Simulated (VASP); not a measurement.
Input of a VASP 6.6.1 run:

The input INCAR:

```
  PREC = Accurate
  ENCUT = 500
  EDIFF = 1E-6
  ISMEAR = 0
  SIGMA = 0.02
  LREAL = False
  LASPH = True
  NELM = 120
  ALGO = Normal
  ISIF = 2
  LWAVE = False
  LCHARG = False
  GGA = PE
  NBANDS = 16
  GGA_COMPAT = False
```

Contents of KPOINTS:

```
Automatic mesh
0
Gamma
  8 8 8
```

The input POSCAR:

```
ZnSe
1.0
    0.0000000000      2.8664359626      2.8664359626
    2.8664359626      0.0000000000      2.8664359626
    2.8664359626      2.8664359626      0.0000000000
Zn Se
1 1
Direct
    0.0000000000      0.0000000000      0.0000000000
    0.2500000000      0.2500000000      0.2500000000
```

Potentials or basis: VASP PAW PBE potentials, release 64 (Zn, Se).

Launch:

```console
$ cat potpaw_PBE.64/Zn/POTCAR potpaw_PBE.64/Se/POTCAR > POTCAR
$ mpirun -np 1 vasp_std > vasp.out
```

(1) Predict the pressure.

(2) Predict the band gap on the k mesh.

Answers

(1) 0.2 GPa.

(2) 1.15 eV, direct.
